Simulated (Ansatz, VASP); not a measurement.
# Two plane-wave programs on P

```
P
1.0
    -3.82434    3.82434    3.73551
     3.82434   -3.82434    3.73551
     3.82434    3.82434   -3.73551
P
8
Direct
  0.77360 0.98121 0.79239
  0.18882 0.98121 0.20761
  0.73121 0.43882 0.70761
  0.73121 0.02360 0.29239
  0.56119 0.26879 0.29239
  0.97640 0.26879 0.70761
  0.01879 0.81119 0.79239
  0.01879 0.22640 0.20761
```

Alike in both runs: task single point; functional PBE; k mesh 4 × 4 × 4; occupations gaussian, width 0.1 eV; no spin polarisation.

|  | VASP | Ansatz |
| --- | --- | --- |
| version | VASP 6.6.1 | Ansatz 0.2.0 |
| potentials or method | VASP PAW PBE potentials, release 64 (P), cutoff 520 eV | scalar-relativistic, plane waves, PAW |
| valence electrons in the cell | 40 | 40 |

|  | VASP | Ansatz | Ansatz less VASP |
| --- | --- | --- | --- |
| gap on the k mesh at the Fermi level (eV) | 1.89 | 1.85 | -0.038 |
| least direct gap on the mesh (eV) | 2.00 | 1.97 | -0.032 |
| pressure (GPa) | -0.2 | 0.0 | +0.25 |
| rms of the force components (eV/Å) | 0.043 | 0.002 | -0.0410 |

Atom by atom the forces differ by 0.042 eV/Å (rms over components). The functional is the same, so the differences come from potentials, cutoffs and numerics.
